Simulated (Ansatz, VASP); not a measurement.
## One calculation of Mg, two programs

Contents of INCAR:

```
PREC = Accurate
ENCUT = 520
EDIFF = 1E-6
ISMEAR = -1
SIGMA = 0.05
LREAL = False
LASPH = True
NELM = 80
ALGO = Normal
ISIF = 2
LWAVE = False
LCHARG = True
GGA = PS
LELF = True
LVHAR = True
NBANDS = 12
```

Contents of KPOINTS:

```
regular mesh
0
Gamma
  10 10 3
```

The input POSCAR:

```
Mg
1.0
    3.2391326931      0.0000000000      0.0000000000
   -1.6195663465      2.8051711984      0.0000000000
    0.0000000000      0.0000000000     10.5212440182
Mg
4
Direct
    0.6666666667      0.3333333333      0.7500000000
    0.0000000000      0.0000000000      0.5000000000
    0.3333333333      0.6666666667      0.2500000000
    0.0000000000      0.0000000000      0.0000000000
```

The input input.yaml:

```yaml
crystal:
  lattice:
    - [3.2391326931, 0.0, 0.0]
    - [-1.6195663465, 2.8051711984, 0.0]
    - [0.0, 0.0, 10.5212440182]
  atoms:
    - { symbol: Mg, position: [0.6666666667, 0.3333333333, 0.75] }
    - { symbol: Mg, position: [0.0, 0.0, 0.5] }
    - { symbol: Mg, position: [0.3333333333, 0.6666666667, 0.25] }
    - { symbol: Mg, position: [0.0, 0.0, 0.0] }
hamiltonian:
  xc: pbesol
  pseudopotentials: { kind: paw }
kpoints:
  mp_grid: { grid: [10, 10, 3] }
scf:
  occupations: { method: fermi_dirac, width: 0.05 }
output:
  forces: true
  stress: true
  eigenvalues: true
  write_density: true
  write_potential: true
  elf: true
  volumetric_format: npy
```

Alike in both runs: task single point; functional PBEsol; k mesh 10 × 10 × 3; occupations fermi-dirac, width 0.05 eV; no spin polarisation.

|  | VASP | Ansatz |
| --- | --- | --- |
| version | VASP 6.6.1 | Ansatz 0.2.0 |
| potentials or method | VASP PAW PBE potentials, release 64 (Mg) | Ansatz PAW |
| plane-wave cutoff (eV) | 520 | 420 |
| valence electrons in the cell | 8 | 40 |

```tsv
	VASP	Ansatz	Ansatz less VASP
gap on the k mesh at the Fermi level (eV)	none	none	-
pressure (GPa)	-1.8	-1.8	+0.06
traceless stress, the component that is largest in VASP (GPa)	0.65	0.66	+0.005
```

VASP's potentials were made for PBE, not for PBEsol. A gap of «none» marks a metal or a gap that the smearing closes. The functional is the same, so the differences come from potentials, cutoffs and numerics. VASP's potentials hold 8 valence electrons a cell and Ansatz's 40, so a difference there can come from the potentials and not from the codes.
